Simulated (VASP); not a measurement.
# Ti12H2C in VASP: a series of runs

The runs below take Ti12H2C through single point, with PBE.

Everything below comes from runs of VASP 6.6.1. Logs are shortened: lines on timing, memory, paths and dates and some standing lists are left out, and cuts for length are marked.

## Step 1: The cell of the first run

The cell holds a slab with vacuum, 15 atoms: a = 5.900 Å, b = 5.900 Å, c = 17.685 Å, α = 90.00°, β = 90.00°, γ = 60.00°.

## Step 2: Single point, PBE

The input, INCAR:

```
  PREC = Accurate
  ENCUT = 520
  EDIFF = 1E-6
  ISMEAR = 0
  SIGMA = 0.05
  LREAL = Auto
  LASPH = True
  NELM = 60
  ALGO = Normal
  ISIF = 2
  LWAVE = False
  LCHARG = False
  GGA = PE
  NBANDS = 88
```

The input, KPOINTS:

```
regular mesh
0
Gamma
  4 4 1
```

The input, POSCAR:

```
Ti12H2C
1.0
    5.9000000000      0.0000000000      0.0000000000
    2.9500000000      5.1095500000      0.0000000000
    0.0000000000      0.0000000000     17.6846000000
Ti C H
12 1 2
Direct
    0.0000000000      0.0000000000      0.0565463737
    0.5000000000      0.0000000000      0.0565463737
    0.0000000000      0.5000000000      0.0565463737
    0.5000000000      0.5000000000      0.0565463737
   -0.1627319839      0.3353537983      0.1798035014
    0.3350889285      0.3294865497      0.1814050077
   -0.1680250977      0.8352244327      0.1817199145
    0.3340878794      0.8328686479      0.1782558271
    0.0084627032      0.0043406954      0.3074634428
    0.4936784671     -0.0096538834      0.3095853454
    0.0067906480      0.5046800599      0.3092656888
    0.5059946320      0.5049419225      0.3069832510
    1.2784778163      0.7703786048      0.3893545231
    1.1346636254      0.9204734272      0.4287674021
    1.4281758348      0.6123513812      0.4260305577
```

Potentials or basis: VASP PAW PBE potentials, release 64 (Ti_sv, C, H).

On the command line:

```
$ cat potpaw_PBE.64/Ti_sv/POTCAR potpaw_PBE.64/C/POTCAR potpaw_PBE.64/H/POTCAR > POTCAR
$ mpirun -np 1 vasp_std > vasp.out
```

OUTCAR:

```text
PREC = Accurate
   ENCUT = 520
   EDIFF = 1E-6
   ISMEAR = 0
   LREAL = Auto
   LASPH = True
   NELM = 60
   ISIF = 2
   GGA = PE

 ion  position               nearest neighbor table
   1  0.000  0.000  0.057-   8 2.75   5 2.77   7 2.79
   2  0.500  0.000  0.057-   8 2.74   6 2.78   7 2.79
   3  0.000  0.500  0.057-   5 2.75   6 2.79   7 2.80
   4  0.500  0.500  0.057-   8 2.74   5 2.78   6 2.80
   5  0.837  0.335  0.180-   3 2.75   1 2.77   4 2.78  12 2.81   9 2.82  11 2.87   6 2.92
   6  0.335  0.329  0.181-   2 2.78   3 2.79   4 2.80  11 2.82  12 2.84  10 2.85   5 2.92
   7  0.832  0.835  0.182-   2 2.79   1 2.79   3 2.80  11 2.82   9 2.84  10 2.85
   8  0.334  0.833  0.178-   4 2.74   2 2.74   1 2.75   9 2.83  12 2.83  10 2.83
   9  0.008  0.004  0.307-  13 2.08   5 2.82  10 2.82   8 2.83   7 2.84
  10  0.494  0.990  0.310-   9 2.82  12 2.83   8 2.83   7 2.85   6 2.85
  11  0.007  0.505  0.309-   6 2.82   7 2.82   5 2.87
  12  0.506  0.505  0.307-  13 2.07   5 2.81   8 2.83  10 2.83   6 2.84
  13  0.278  0.770  0.389-  14 1.11  15 1.12  12 2.07   9 2.08
  14  0.135  0.920  0.429-  13 1.11
  15  0.428  0.612  0.426-  13 1.12

  LATTYP: Found a hexagonal cell.
 ALAT       =     5.9000001019
 C/A-ratio  =     2.9973897787

  Lattice vectors:

 A1 = (  -2.9500000000,  -5.1095500000,   0.0000000000)
 A2 = (   5.9000000000,   0.0000000000,   0.0000000000)
 A3 = (   0.0000000000,   0.0000000000,  17.6846000000)

Analysis of symmetry for initial positions (statically):
=====================================================================
 Subroutine PRICEL returns:
 Original cell was already a primitive cell.

 Routine SETGRP: Setting up the symmetry group for a
 hexagonal supercell.

 Subroutine GETGRP returns: Found  1 space group operations
 (whereof  1 operations were pure point group operations)
 out of a pool of 24 trial point group operations.

The static configuration has the point symmetry C_1 .

Analysis of symmetry for dynamics (positions and initial velocities):
=====================================================================
 Subroutine PRICEL returns:
 Original cell was already a primitive cell.

 Routine SETGRP: Setting up the symmetry group for a
 hexagonal supercell.

 Subroutine GETGRP returns: Found  1 space group operations
 (whereof  1 operations were pure point group operations)
 out of a pool of 24 trial point group operations.

The dynamic configuration has the point symmetry C_1 .

 Subroutine INISYM returns: Found  1 space group operations
 (whereof  1 operations are pure point group operations),
 and found     1 'primitive' translations

----------------------------------------------------------------------------------------

                                     Primitive cell

  volume of cell :     533.1261

  direct lattice vectors                    reciprocal lattice vectors
     5.900000000  0.000000000  0.000000000     0.169491525 -0.097855976  0.000000000
     2.950000000  5.109550000  0.000000000     0.000000000  0.195711951  0.000000000
     0.000000000  0.000000000 17.684600000     0.000000000  0.000000000  0.056546374

  length of vectors
     5.900000000  5.900000102 17.684600000     0.195711955  0.195711951  0.056546374

  position of ions in fractional coordinates (direct lattice)
     0.000000000  0.000000000  0.056546374
     0.500000000  0.000000000  0.056546374
     0.000000000  0.500000000  0.056546374
     0.500000000  0.500000000  0.056546374
     0.837268016  0.335353798  0.179803501
     0.335088928  0.329486550  0.181405008
     0.831974902  0.835224433  0.181719915
     0.334087879  0.832868648  0.178255827
     0.008462703  0.004340695  0.307463443
     0.493678467  0.990346117  0.309585345
     0.006790648  0.504680060  0.309265689
     0.505994632  0.504941923  0.306983251
     0.278477816  0.770378605  0.389354523
     0.134663625  0.920473427  0.428767402
     0.428175835  0.612351381  0.426030558

[... 26 lines left out ...]
 Generating k-lattice:

  Cartesian coordinates                     Fractional coordinates (reciprocal lattice)
     0.042372881 -0.024463994  0.000000000     0.250000000  0.000000000  0.000000000
     0.000000000  0.048927988  0.000000000     0.000000000  0.250000000  0.000000000
     0.000000000  0.000000000  0.056546374     0.000000000  0.000000000  1.000000000

  Length of vectors
     0.048927989  0.048927988  0.056546374

  Shift w.r.t. Gamma in fractional coordinates (k-lattice)
     0.000000000  0.000000000  0.000000000

 Subroutine IBZKPT returns following result:
 ===========================================

 Found     10 irreducible k-points:

 Following reciprocal coordinates:
            Coordinates               Weight
  0.000000  0.000000  0.000000      1.000000
  0.250000  0.000000  0.000000      2.000000
  0.250000  0.250000  0.000000      2.000000
  0.000000  0.250000  0.000000      2.000000
  0.500000  0.000000  0.000000      1.000000
  0.500000  0.500000  0.000000      1.000000
  0.000000  0.500000  0.000000      1.000000
  0.500000  0.250000  0.000000      2.000000
  0.250000  0.500000  0.000000      2.000000
 -0.250000  0.250000  0.000000      2.000000
   k-points           NKPTS =     10   k-points in BZ     NKDIM =     10   number of bands    NBANDS=     88
   number of dos      NEDOS =    301   number of ions     NIONS =     15
   total plane-waves  NPLWV = 322560
   dimension x,y,z NGX =    48 NGY =   48 NGZ =  140
   dimension x,y,z NGXF=    96 NGYF=   96 NGZF=  280
   ions per type =              12   1   2
   NGX,Y,Z   is equivalent  to a cutoff of  13.53, 13.53, 13.16 a.u.
   NGXF,Y,Z  is equivalent  to a cutoff of  27.05, 27.05, 26.32 a.u.
 SYSTEM =  unknown system
   PREC   = accura    normal or accurate (medium, high low for compatibility)
   ISTART =      0    job   : 0-new  1-cont  2-samecut
   ICHARG =      2    charge: 1-file 2-atom 10-const
   ISPIN  =      1    spin polarized calculation?
   LNONCOLLINEAR =      F non collinear calculations
   LSORBIT =      F    spin-orbit coupling
   LASPH  =      T    aspherical Exc in radial PAW
   ENCUT  =  520.0 eV  38.22 Ry    6.18 a.u.  10.97 10.97 32.88*2*pi/ulx,y,z
   NELM   =     60;   NELMIN=  2; NELMDL= -5     # of ELM steps
   EDIFF  = 0.1E-05   stopping-criterion for ELM
   LREAL  =      T    real-space projection
   EDIFFG = 0.1E-04   stopping-criterion for IOM
   NSW    =      0    number of steps for IOM
   IBRION =     -1    ionic relax: 0-MD 1-quasi-New 2-CG
   NFREE  =      0    steps in history (QN), initial steepest desc. (CG)
   ISIF   =      2    stress and relaxation
   ISYM   =      2    0-nonsym 1-usesym 2-fastsym
   POTIM  = 0.5000    time-step for ionic-motion
   TEBEG  =    0.0;   TEEND  =   0.0 temperature during run
   PSTRESS=    0.0 pullay stress
   NELECT =     150.0000    total number of electrons
   NUPDOWN=      -1.0000    fix difference up-down
   EMIN   =  10.00;   EMAX   =-10.00  energy-range for DOS
   EFERMI =   0.00;   METHOD = LEGACY
   ISMEAR =     0;   SIGMA  =   0.05  broadening in eV -4-tet -1-fermi 0-gaus
   EFERMI_NEDOS =   21; number of points for ismear=-14 and -15
   IALGO  =     38    algorithm
   IMIX   =      4    mixing-type and parameters
     AMIX     =   0.40;   BMIX     =  1.00
     AMIX_MAG =   1.60;   BMIX_MAG =  1.00
  volume/ion in A,a.u.               =      35.54       239.85
  Fermi-wavevector in a.u.,A,eV,Ry     =   1.072742  2.027188 15.657250  1.150775
  Thomas-Fermi vector in A             =   2.208521
   LORBIT       =      0    0 simple, 1 ext, 2 COOP (PROOUT), +10 PAW based schemes
   GGA     = PE    functional components
   LHFCALC =     F    Hartree Fock is set to
   AEXX    =    0.0000 exact exchange contribution
   IVDW    =     0    specifies the selected vdW correction
   LEPSILON=     F    determine dielectric tensor
   LRPA    =     F    only Hartree local field effects (RPA)
 non-spin polarized calculation
 Gauss-broadening in eV      SIGMA  =   0.05
  energy-cutoff  :      520.00
  volume of cell :      533.13
 maximum number of plane-waves:     14391
 NGX is ok and might be reduce to    48
   NGX = 21   NGY = 21   NGZ = 65

 number of electron     149.9999998 magnetization

 Free energy of the ion-electron system (eV)
  ---------------------------------------------------
  ext. energy  EPLUGINS =         0.00000000
  ---------------------------------------------------
  free energy    TOTEN  =      -103.93604361 eV

  energy without entropy =     -103.90709357  energy(sigma->0) =     -103.92156859

 E-fermi :   1.1318     XC(G=0):  -5.8429

 val. band max:        1.1180703335   @ k =   0.5000   0.0000   0.0000
 cond. band min:       1.1355216001   @ k =   0.2500   0.2500   0.0000
 fundamental gap:      0.0174512666
 Fermi energy:         1.1317756329

 k-point     1 :       0.0000    0.0000    0.0000
  band No.  band energies     occupation
      1     -55.8217      2.00000
      2     -55.7712      2.00000
      3     -55.7592      2.00000
      4     -55.6916      2.00000
      5     -55.6866      2.00000
      6     -55.6835      2.00000
[... 889 lines left out ...]
     86       2.0051      0.00000
     87       2.0978      0.00000
 [bands above 87 left out]

------------------------ aborting loop because EDIFF is reached ----------------------------------------

  FORCE on cell =-STRESS in cart. coord.  units (eV):
  Direction    XX          YY          ZZ          XY          YZ          ZX
  --------------------------------------------------------------------------------------
  -------------------------------------------------------------------------------------
  Total       -5.1906294     -4.0604558     -0.3278129     -0.9325988     -0.0250767     -0.3553366
  in kB      -15.5991416    -12.2026867     -0.9851600     -2.8026930     -0.0753618     -1.0678754
  external PRESSURE =      -9.5956628 kB  Pullay stress =       0.0000000 kB

 VOLUME and BASIS-vectors are now :
 -----------------------------------------------------------------------------
  energy-cutoff  :      520.00
  volume of cell :      533.13
      direct lattice vectors                 reciprocal lattice vectors
     5.900000000  0.000000000  0.000000000     0.169491525 -0.097855976  0.000000000
     2.950000000  5.109550000  0.000000000     0.000000000  0.195711951  0.000000000
     0.000000000  0.000000000 17.684600000     0.000000000  0.000000000  0.056546374

 POSITION                                       TOTAL-FORCE (eV/Angst)
 -----------------------------------------------------------------------------------
      0.00000      0.00000      1.00000        -0.123543     -0.026168     -0.014373
      2.95000      0.00000      1.00000         0.117076      0.039232     -0.018058
      1.47500      2.55477      1.00000         0.146929      0.106476      0.107548
      4.42500      2.55477      1.00000        -0.082927     -0.111893     -0.000308
      5.92917      1.71351      3.17975        -0.011358     -0.003672     -0.003724
      2.94901      1.68353      3.20807         0.001548      0.009662     -0.008788
      7.37256      4.26762      3.21364         0.001301     -0.007983     -0.016519
      4.42808      4.25558      3.15238         0.004641      0.000403     -0.015221
      0.06274      0.02218      5.43737        -0.010194      0.015177     -0.023371
      5.83422      5.06022      5.47489         0.003064      0.001238     -0.001859
      1.52887      2.57869      5.46924         0.001286     -0.003516      0.000846
      4.47495      2.58003      5.42888         0.007238     -0.013208     -0.027468
      3.91564      3.93629      6.88558        -0.013672     -0.012654     -0.003039
      3.50991      4.70320      7.58258        -0.046062      0.016145      0.008161
      4.33267      3.12884      7.53418         0.004674     -0.009240      0.016174
 -----------------------------------------------------------------------------------
    total drift:                               -0.016222     -0.005982      0.003659

  FREE ENERGIE OF THE ION-ELECTRON SYSTEM (eV)
  ---------------------------------------------------
  free  energy   TOTEN  =      -103.9360436139 eV

  energy  without entropy=     -103.9070935665  energy(sigma->0) =     -103.92156859
```

It took 21 min on 1 thread of Intel Xeon 6975P-C (Granite Rapids), shared host; peak memory 0.79 GiB.

What came out:

```yaml
Free_energy: -103.9360 eV
Largest_force: 0.211 eV/Å
Band_gap_on_the_k_mesh: zero (bands 75 and 76 overlap by 0.58 eV)
```

Forces in eV/Å, atoms in the order of the input:
```
Ti  -0.124 -0.026 -0.014
Ti   0.117  0.039 -0.018
Ti   0.147  0.106  0.108
Ti  -0.083 -0.112  0.000
Ti  -0.011 -0.004 -0.004
Ti   0.002  0.010 -0.009
Ti   0.001 -0.008 -0.017
Ti   0.005  0.000 -0.015
Ti  -0.010  0.015 -0.023
Ti   0.003  0.001 -0.002
Ti   0.001 -0.004  0.001
Ti   0.007 -0.013 -0.027
C   -0.014 -0.013 -0.003
H   -0.046  0.016  0.008
H    0.005 -0.009  0.016
```

Caveat: there is no dipole correction, which matters where the two faces differ.

[end of part 1 of 2]

The gap in the log of VASP goes by the Fermi energy; the results here count the filled bands.